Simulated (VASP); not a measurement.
Crystal: HoAlTe3.

```
Ho Al Te
1.0
     5.62524    0.00000    0.00000
     0.00000    5.62524    0.00000
     0.00000    0.00000    5.62524
Ho Al Te
1 1 3
Direct
  0.50000 0.50000 0.50000
  0.00000 0.00000 0.00000
  0.50000 0.00000 0.00000
  0.00000 0.50000 0.00000
  0.00000 0.00000 0.50000
```

The cell was built from a structure type or drawn by symmetry, and may not be a known phase.

| Quantity | Value |
| --- | --- |
| Program | VASP 6.6.1 |
| Task | relaxation of cell and atoms |
| Functional | PBE |
| Potentials or basis | VASP PAW PBE potentials, release 64 (Ho_3, Al, Te), 4f in core |
| Cutoff | 500 eV |
| k mesh | 4 × 4 × 4 |
| Occupations | gaussian, width 0.1 eV |
| Spin | no spin polarisation |

At the start: pressure -5.8 GPa; volume 35.60 Å³/atom.

Question: How do energy, volume and symmetry change on relaxing?

Answer: Over 3 steps the energy falls by 116.2 meV/atom and the volume is 30.10 Å³/atom (-15.4 %); space group Pm-3m (No. 221, to 0.1 Å) before and after.

Step by step:
```csv
step,energy change (eV),largest force (eV/Å),pressure (GPa),volume (Å³)
1,0.0000,0.0000,-5.82,178.00
2,-0.5648,0.0000,1.40,146.73
3,-0.5812,0.0000,0.03,150.52
```

Final structure:
```
CELL_PARAMETERS angstrom
5.31937 0.00000 0.00000
0.00000 5.31937 0.00000
0.00000 0.00000 5.31937
ATOMIC_POSITIONS crystal
Ho 0.50000 0.50000 0.50000
Al 0.00000 0.00000 0.00000
Te 0.50000 0.00000 0.00000
Te 0.00000 0.50000 0.00000
Te 0.00000 0.00000 0.50000
```

Caveat: the volume moved by over 15 % at a fixed basis, so the end points are rough.
